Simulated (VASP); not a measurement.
# Mg (P2_1/m) in VASP: further runs

The runs below take Mg through single point, with PBE.

Everything below comes from runs of VASP 6.6.1. Logs are shortened: lines on timing, memory, paths and dates and some standing lists are left out, and cuts for length are marked.

## (1) The cell of the first run

It takes space group P2_1/m (No. 11, monoclinic). Conventional cell: a = 3.209 Å, b = 5.210 Å, c = 3.209 Å, α = 90.00°, β = 120.00°, γ = 90.00°. Mg (site symmetry m) has 14 Mg at 2.99 to 4.05 Å within 4.1 Å.

## (2) Single point, PBE (atom 1 (Mg) moved by (-0.450, +0.450) A along x and y)

File INCAR:

```
ALGO = Fast
EDIFF = 1E-6
ENCUT = 520
GGA = PE
ISIF = 2
ISMEAR = 0
LASPH = True
LCHARG = False
LREAL = False
LWAVE = False
NBANDS = 9
NELM = 80
PREC = Accurate
SIGMA = 0.15
```

File KPOINTS:

```
k-points
0
Gamma
  18 18 10
```

File POSCAR:

```
Mg
1.0
    3.2092715325      0.0000000000      0.0000000000
   -1.6046357662      2.7793106748      0.0000000000
    0.0000000000      0.0000000000      5.2103300000
Mg
2
Direct
    0.2740699220      0.8285773174      0.2500000000
    0.6666666667      0.3333333333      0.7500000000
```

Potentials or basis: VASP PAW PBE potentials, release 64 (Mg).

Launch:

```bash
$ cat potpaw_PBE.64/Mg/POTCAR > POTCAR
$ mpirun -np 1 vasp_std > vasp.out
```

OUTCAR:

```text
EDIFF = 1E-6
   ENCUT = 520
   GGA = PE
   ISIF = 2
   ISMEAR = 0
   LASPH = True
   LREAL = False
   NELM = 80
   PREC = Accurate

 ion  position               nearest neighbor table
   1  0.274  0.829  0.250-   2 2.99   2 2.99   2 3.16   2 3.16   2 3.59   2 3.59
   2  0.667  0.333  0.750-   1 2.99   1 2.99   1 3.16   1 3.16   1 3.59   1 3.59

  LATTYP: Found a hexagonal cell.
 ALAT       =     3.2092715325
 C/A-ratio  =     1.6235242008

  Lattice vectors:

 A1 = (   3.2092715325,   0.0000000000,   0.0000000000)
 A2 = (  -1.6046357662,   2.7793106748,   0.0000000000)
 A3 = (   0.0000000000,   0.0000000000,   5.2103300000)

Analysis of symmetry for initial positions (statically):
=====================================================================
 Subroutine PRICEL returns:
 Original cell was already a primitive cell.

 Routine SETGRP: Setting up the symmetry group for a
 hexagonal supercell.

 Subroutine GETGRP returns: Found  4 space group operations
 (whereof  1 operations were pure point group operations)
 out of a pool of 24 trial point group operations.

The static configuration has the point symmetry C_1 .
 The point group associated with its full space group is C_2h.

Analysis of symmetry for dynamics (positions and initial velocities):
=====================================================================
 Subroutine PRICEL returns:
 Original cell was already a primitive cell.

 Routine SETGRP: Setting up the symmetry group for a
 hexagonal supercell.

 Subroutine GETGRP returns: Found  4 space group operations
 (whereof  1 operations were pure point group operations)
 out of a pool of 24 trial point group operations.

The dynamic configuration has the point symmetry C_1 .
 The point group associated with its full space group is C_2h.

 Subroutine INISYM returns: Found  4 space group operations
 (whereof  1 operations are pure point group operations),
 and found     1 'primitive' translations

----------------------------------------------------------------------------------------

                                     Primitive cell

  volume of cell :      46.4739

  direct lattice vectors                    reciprocal lattice vectors
     3.209271532  0.000000000  0.000000000     0.311597193  0.179900723  0.000000000
    -1.604635766  2.779310675  0.000000000     0.000000000  0.359801446  0.000000000
     0.000000000  0.000000000  5.210330000     0.000000000  0.000000000  0.191926423

  length of vectors
     3.209271532  3.209271532  5.210330000     0.359801446  0.359801446  0.191926423

  position of ions in fractional coordinates (direct lattice)
     0.274069922  0.828577317  0.250000000
     0.666666667  0.333333333  0.750000000

  ion indices of the primitive-cell ions
   primitive index   ion index
                 1           1
                 2           2

----------------------------------------------------------------------------------------

 KPOINTS: k-points

Automatic generation of k-mesh.
 Grid dimensions read from file:
 generate k-points for:   18   18   10

 Generating k-lattice:

  Cartesian coordinates                     Fractional coordinates (reciprocal lattice)
     0.017310955  0.009994485  0.000000000     0.055555556  0.000000000  0.000000000
     0.000000000  0.019988969  0.000000000     0.000000000  0.055555556  0.000000000
     0.000000000  0.000000000  0.019192642     0.000000000  0.000000000  0.100000000

  Length of vectors
     0.019988969  0.019988969  0.019192642

  Shift w.r.t. Gamma in fractional coordinates (k-lattice)
     0.000000000  0.000000000  0.000000000

 Subroutine IBZKPT returns following result:
 ===========================================

 Found    984 irreducible k-points:

 Following reciprocal coordinates:
            Coordinates               Weight
  0.000000  0.000000  0.000000      1.000000
  0.055556  0.000000  0.000000      2.000000
  0.000000  0.055556  0.000000      2.000000
 -0.055556  0.055556  0.000000      2.000000
  0.111111  0.000000  0.000000      2.000000
  0.000000  0.111111  0.000000      2.000000
[... 16 lines left out ...]
  0.444444  0.000000  0.000000      2.000000
  0.000000  0.444444  0.000000      2.000000
 [... further k-points ...]
   k-points           NKPTS =    984   k-points in BZ     NKDIM =    984   number of bands    NBANDS=      9
   number of dos      NEDOS =    301   number of ions     NIONS =      2
   total plane-waves  NPLWV =  23040
   dimension x,y,z NGX =    24 NGY =   24 NGZ =   40
   dimension x,y,z NGXF=    48 NGYF=   48 NGZF=   80
   ions per type =               2
   NGX,Y,Z   is equivalent  to a cutoff of  12.43, 12.43, 12.76 a.u.
   NGXF,Y,Z  is equivalent  to a cutoff of  24.86, 24.86, 25.53 a.u.
 SYSTEM =  unknown system
   PREC   = accura    normal or accurate (medium, high low for compatibility)
   ISTART =      0    job   : 0-new  1-cont  2-samecut
   ICHARG =      2    charge: 1-file 2-atom 10-const
   ISPIN  =      1    spin polarized calculation?
   LNONCOLLINEAR =      F non collinear calculations
   LSORBIT =      F    spin-orbit coupling
   LASPH  =      T    aspherical Exc in radial PAW
   ENCUT  =  520.0 eV  38.22 Ry    6.18 a.u.   5.97  5.97  9.69*2*pi/ulx,y,z
   NELM   =     80;   NELMIN=  2; NELMDL= -5     # of ELM steps
   EDIFF  = 0.1E-05   stopping-criterion for ELM
   LREAL  =      F    real-space projection
   EDIFFG = 0.1E-04   stopping-criterion for IOM
   NSW    =      0    number of steps for IOM
   IBRION =     -1    ionic relax: 0-MD 1-quasi-New 2-CG
   NFREE  =      0    steps in history (QN), initial steepest desc. (CG)
   ISIF   =      2    stress and relaxation
   ISYM   =      2    0-nonsym 1-usesym 2-fastsym
   POTIM  = 0.5000    time-step for ionic-motion
   TEBEG  =    0.0;   TEEND  =   0.0 temperature during run
   PSTRESS=    0.0 pullay stress
   NELECT =       4.0000    total number of electrons
   NUPDOWN=      -1.0000    fix difference up-down
   EMIN   =  10.00;   EMAX   =-10.00  energy-range for DOS
   EFERMI =   0.00;   METHOD = LEGACY
   ISMEAR =     0;   SIGMA  =   0.15  broadening in eV -4-tet -1-fermi 0-gaus
   EFERMI_NEDOS =   21; number of points for ismear=-14 and -15
   IALGO  =     68    algorithm
   IMIX   =      4    mixing-type and parameters
     AMIX     =   0.40;   BMIX     =  1.00
     AMIX_MAG =   1.60;   BMIX_MAG =  1.00
  volume/ion in A,a.u.               =      23.24       156.81
  Fermi-wavevector in a.u.,A,eV,Ry     =   0.722812  1.365916  7.108458  0.522457
  Thomas-Fermi vector in A             =   1.812869
   LORBIT       =      0    0 simple, 1 ext, 2 COOP (PROOUT), +10 PAW based schemes
   GGA     = PE    functional components
   LHFCALC =     F    Hartree Fock is set to
   AEXX    =    0.0000 exact exchange contribution
   IVDW    =     0    specifies the selected vdW correction
   LEPSILON=     F    determine dielectric tensor
   LRPA    =     F    only Hartree local field effects (RPA)
 non-spin polarized calculation
 RMM-DIIS sequential band-by-band and
 Gauss-broadening in eV      SIGMA  =   0.15
  energy-cutoff  :      520.00
  volume of cell :       46.47
 maximum number of plane-waves:      1276
   NGX = 11   NGY = 11   NGZ = 19

 number of electron       4.0000000 magnetization

 Free energy of the ion-electron system (eV)
  ---------------------------------------------------
  ext. energy  EPLUGINS =         0.00000000
  ---------------------------------------------------
  free energy    TOTEN  =        -2.93161280 eV

  energy without entropy =       -2.92169892  energy(sigma->0) =       -2.92665586

 E-fermi :   2.5638     XC(G=0):  -8.4513

 val. band max:        2.5591505172   @ k =  -0.2778  -0.4444   0.3000
 cond. band min:       2.5641235638   @ k =   0.5000  -0.2222  -0.2000
 fundamental gap:      0.0049730466
 Fermi energy:         2.5637992616

 k-point     1 :       0.0000    0.0000    0.0000
  band No.  band energies     occupation
      1      -4.3098      2.00000
      2       0.8952      2.00000
      3       1.3339      2.00000
      4      13.1372      0.00000
      5      13.4139      0.00000
      6      13.5854      0.00000
      7      13.8367      0.00000
      8      14.7632      0.00000
      9      14.9061      0.00000

 k-point     2 :       0.0556    0.0000    0.0000
  band No.  band energies     occupation
      1      -4.2496      2.00000
      2       0.9502      2.00000
      3       1.3925      2.00000
      4      12.0688      0.00000
      5      12.6622      0.00000
      6      13.1343      0.00000
      7      14.5301      0.00000
      8      15.2550      0.00000
      9      15.8311      0.00000

 k-point     3 :       0.0000    0.0556    0.0000
  band No.  band energies     occupation
      1      -4.2496      2.00000
      2       0.9502      2.00000
      3       1.3924      2.00000
      4      12.1161      0.00000
      5      12.6470      0.00000
      6      13.0775      0.00000
      7      14.5933      0.00000
      8      15.1940      0.00000
      9      15.9458      0.00000

 k-point     4 :      -0.0556    0.0556    0.0000
  band No.  band energies     occupation
      1      -4.2496      2.00000
      2       0.9503      2.00000
      3       1.3932      2.00000
      4      11.8554      0.00000
      5      12.6373      0.00000
      6      13.5720      0.00000
      7      14.4354      0.00000
      8      15.1507      0.00000
      9      15.7393      0.00000
[... 205 lines left out ...]
 k-point    22 :      -0.3889    0.3889    0.0000
  band No.  band energies     occupation
      1      -1.3976      2.00000
      2       2.7275      0.12279
      3       3.5890      0.00000
      4       4.1666      0.00000
      5       7.6978      0.00000
      6       7.9480      0.00000
      7       9.5785      0.00000
      8      11.4840      0.00000
      9      13.8933      0.00000

 k-point    23 :       0.4444    0.0000    0.0000
  band No.  band energies     occupation
      1      -0.5287      2.00000
      2       1.5066      2.00000
      3       4.4215      0.00000
      4       5.1724      0.00000
      5       6.4356      0.00000
      6       7.0665      0.00000
      7       9.6414      0.00000
      8      10.2191      0.00000
      9      14.3189      0.00000

 k-point    24 :       0.0000    0.4444    0.0000
  band No.  band energies     occupation
      1      -0.5298      2.00000
      2       1.5004      2.00000
      3       4.4267      0.00000
      4       5.2107      0.00000
      5       6.4194      0.00000
      6       7.0825      0.00000
      7       9.5912      0.00000
      8      10.2045      0.00000
      9      14.0967      0.00000

 [... further k-points ...]

------------------------ aborting loop because EDIFF is reached ----------------------------------------

  FORCE on cell =-STRESS in cart. coord.  units (eV):
  Direction    XX          YY          ZZ          XY          YZ          ZX
  --------------------------------------------------------------------------------------
  -------------------------------------------------------------------------------------
  Total       -0.4302040      0.0687910      0.3432003      0.3256675      0.0000000      0.0000000
  in kB      -14.8311982      2.3715574     11.8317643     11.2273236      0.0000000      0.0000000
  external PRESSURE =      -0.2092921 kB  Pullay stress =       0.0000000 kB

 VOLUME and BASIS-vectors are now :
 -----------------------------------------------------------------------------
  energy-cutoff  :      520.00
  volume of cell :       46.47
      direct lattice vectors                 reciprocal lattice vectors
     3.209271532  0.000000000  0.000000000     0.311597193  0.179900723  0.000000000
    -1.604635766  2.779310675  0.000000000     0.000000000  0.359801446  0.000000000
     0.000000000  0.000000000  5.210330000     0.000000000  0.000000000  0.191926423

 POSITION                                       TOTAL-FORCE (eV/Angst)
 -----------------------------------------------------------------------------------
     -0.45000      2.30287      1.30258         0.000443     -0.249835      0.000000
      1.60464      0.92644      3.90775        -0.000443      0.249835     -0.000000
 -----------------------------------------------------------------------------------
    total drift:                                0.000001     -0.000001      0.000000

  FREE ENERGIE OF THE ION-ELECTRON SYSTEM (eV)
  ---------------------------------------------------
  free  energy   TOTEN  =        -2.9316127998 eV

  energy  without entropy=       -2.9216989162  energy(sigma->0) =       -2.92665586
```

Wall time 4.3 min (1 thread of Intel Xeon 8259CL, shared host); peak memory 0.48 GiB.

Results:

* Free energy: -2.9316 eV
* Pressure: 0.0 GPa
* Largest force: 0.250 eV/Å
* Band gap on the k mesh: zero (bands 2 and 3 overlap by 2.26 eV)

Forces on the atoms (eV/Å):
```
Mg   0.000 -0.250  0.000
Mg   0.000  0.250  0.000
```

Levels at points of the mesh, in eV from the Fermi level:
```tsv
k point	band 1	band 2	band 3	band 4	band 5	band 6
(0.00, 0.00, 0.00)	-6.87	-1.67	-1.23	10.57	10.85	11.02
(0.50, 0.00, 0.00)	-2.12	-2.12	2.67	2.95	3.35	3.67
(0.00, 0.50, 0.00)	-2.12	-2.12	2.77	2.84	3.49	3.58
(0.50, 0.50, 0.00)	-2.11	-2.10	2.44	2.91	3.26	3.80
(0.00, 0.00, 0.50)	-5.49	-5.49	4.98	4.98	11.69	11.69
(0.50, 0.00, 0.50)	-1.11	-1.11	-0.41	-0.41	7.71	7.71
(0.00, 0.50, 0.50)	-1.13	-1.13	-0.38	-0.38	7.73	7.73
(0.50, 0.50, 0.50)	-0.91	-0.91	-0.65	-0.65	7.90	7.90
```

Caveat: the cell differs from its parent crystal (atom 1 (Mg) moved by (-0.450, +0.450) A along x and y).

## (3) Single point, PBE (atom 1 (Mg) moved by (-0.225, -0.450) A along x and y)

File INCAR:

```
PREC = Accurate ; ENCUT = 520
EDIFF = 1E-6 ; ISMEAR = 0
SIGMA = 0.15 ; LREAL = F
LASPH = T ; NELM = 60
ALGO = Fast ; ISIF = 2
LWAVE = F ; LCHARG = F
GGA = PE ; NBANDS = 9
```

File KPOINTS:

```
Automatic mesh
0
Gamma
  18 18 10
```

POSCAR: that of step 2 with these lines changed.

```diff
@@ -8,3 +8,3 @@
 Direct
-    0.2740699220      0.8285773174      0.2500000000
+    0.1822686396      0.5047560159      0.2500000000
     0.6666666667      0.3333333333      0.7500000000
```

Potentials or basis: VASP PAW PBE potentials, release 64 (Mg).

Launch:

```bash
$ cat potpaw_PBE.64/Mg/POTCAR > POTCAR
$ mpirun -np 1 vasp_std > vasp.out
```

Wall time 4.2 min (1 thread of Intel Xeon 8259CL, shared host); peak memory 0.48 GiB.

The run converged. Its results:

```
Free energy            : -2.9413 eV
Pressure               : -0.1 GPa
Largest force          : 0.312 eV/Å
Band gap on the k mesh : zero (bands 2 and 3 overlap by 2.25 eV)
```

Forces in eV/Å, atoms in the order of the input:
```
Mg   0.264  0.165  0.000
Mg  -0.264 -0.165  0.000
```

Stress tensor (GPa, compression positive):
```
 0.45  0.36  0.00
 0.36 -1.68  0.00
 0.00  0.00  0.97
```

Levels at points of the mesh, in eV from the Fermi level:
```tsv
k point	band 1	band 2	band 3	band 4	band 5	band 6
(0.00, 0.00, 0.00)	-6.87	-1.67	-1.23	10.66	10.87	10.98
(0.50, 0.00, 0.00)	-2.12	-2.12	2.77	2.84	3.49	3.57
(0.00, 0.50, 0.00)	-2.11	-2.10	2.47	2.97	3.22	3.79
(0.50, 0.50, 0.00)	-2.12	-2.11	2.62	3.02	3.26	3.71
(0.00, 0.00, 0.50)	-5.49	-5.49	4.98	4.98	11.62	11.62
(0.50, 0.00, 0.50)	-1.13	-1.13	-0.38	-0.38	7.78	7.78
(0.00, 0.50, 0.50)	-0.96	-0.96	-0.59	-0.59	7.87	7.87
(0.50, 0.50, 0.50)	-1.09	-1.09	-0.43	-0.43	7.75	7.75
```

Caveat: the cell differs from its parent crystal (atom 1 (Mg) moved by (-0.225, -0.450) A along x and y).

## (4) Single point, PBE (atom 1 (Mg) moved by (-0.225, +0.000) A along x and y)

File INCAR:

```
SYSTEM = Mg
PREC     = Accurate       ! precision mode
ENCUT    = 520            ! plane-wave cutoff, eV
EDIFF    = 1E-6           ! SCF threshold, eV
ISMEAR   = 0              ! smearing method
SIGMA    = 0.15           ! smearing width, eV
LREAL    = .False.        ! projectors in reciprocal space
LASPH    = .True.         ! aspherical terms in the spheres
NELM     = 80             ! most SCF steps
ALGO     = Fast           ! electronic algorithm
ISIF     = 2              ! what is computed and relaxed
LWAVE    = .False.        ! write WAVECAR
LCHARG   = .False.        ! write CHGCAR
GGA      = PE             ! functional
NBANDS   = 9              ! bands
```

File KPOINTS:

```
Automatic mesh
0
Gamma
  18 18 10
  0 0 0
```

POSCAR: that of step 3 with these lines changed.

```diff
@@ -8,3 +8,3 @@
 Direct
-    0.1822686396      0.5047560159      0.2500000000
+    0.2632239650      0.6666666667      0.2500000000
     0.6666666667      0.3333333333      0.7500000000
```

Launch:

```bash
$ cat potpaw_PBE.64/Mg/POTCAR > POTCAR
$ mpirun -np 1 vasp_std > vasp.out
```

Wall time 4 min (1 thread of Intel Xeon 8259CL, shared host); peak memory 0.48 GiB.

The run converged. Its results:

| Property | Result |
| --- | --- |
| Free energy | -2.9992 eV |
| Pressure | -0.5 GPa |
| Largest force | 0.152 eV/Å |
| Band gap on the k mesh | zero (bands 2 and 3 overlap by 2.23 eV) |

Forces on the atoms (eV/Å):
```
Mg   0.148  0.035  0.000
Mg  -0.148 -0.035  0.000
```

Stress tensor (GPa, compression positive):
```
-0.57  0.55  0.00
 0.55 -0.51  0.00
 0.00  0.00 -0.28
```

Levels at points of the mesh, in eV from the Fermi level:
```csv
k point,band 1,band 2,band 3,band 4,band 5,band 6,band 7
"(0.00, 0.00, 0.00)",-6.87,-1.66,-1.23,10.87,10.87,10.93,10.97
"(0.50, 0.00, 0.00)",-2.12,-2.12,2.74,2.91,3.40,3.59,6.83
"(0.00, 0.50, 0.00)",-2.11,-2.11,2.64,3.03,3.25,3.68,6.85
"(0.50, 0.50, 0.00)",-2.11,-2.11,2.57,3.12,3.12,3.73,6.82
"(0.00, 0.00, 0.50)",-5.49,-5.49,5.00,5.00,11.59,11.59,11.70
"(0.50, 0.00, 0.50)",-1.11,-1.11,-0.40,-0.40,7.90,7.90,8.02
"(0.00, 0.50, 0.50)",-1.08,-1.08,-0.44,-0.44,7.88,7.88,8.10
"(0.50, 0.50, 0.50)",-1.04,-1.04,-0.50,-0.50,7.94,7.94,8.09
```

Caveat: the cell differs from its parent crystal (atom 1 (Mg) moved by (-0.225, +0.000) A along x and y).

## (5) Summary

```csv
cell,gap on the mesh (eV),pressure (GPa),largest force (eV/Å)
"as given, atomic positions A",none,0.0,0.25
"as given, atomic positions B",none,-0.1,0.31
"as given, atomic positions C",none,-0.5,0.15
```

Alike in all rows: task single point; level PBE; potentials or basis VASP PAW PBE potentials, release 64 (Mg); no spin polarisation; k mesh 18 × 18 × 10; cutoff (eV) 520; smearing gaussian 0.15 eV.

Total energies depend on the potentials used, so only differences within one code and one set of settings carry meaning.
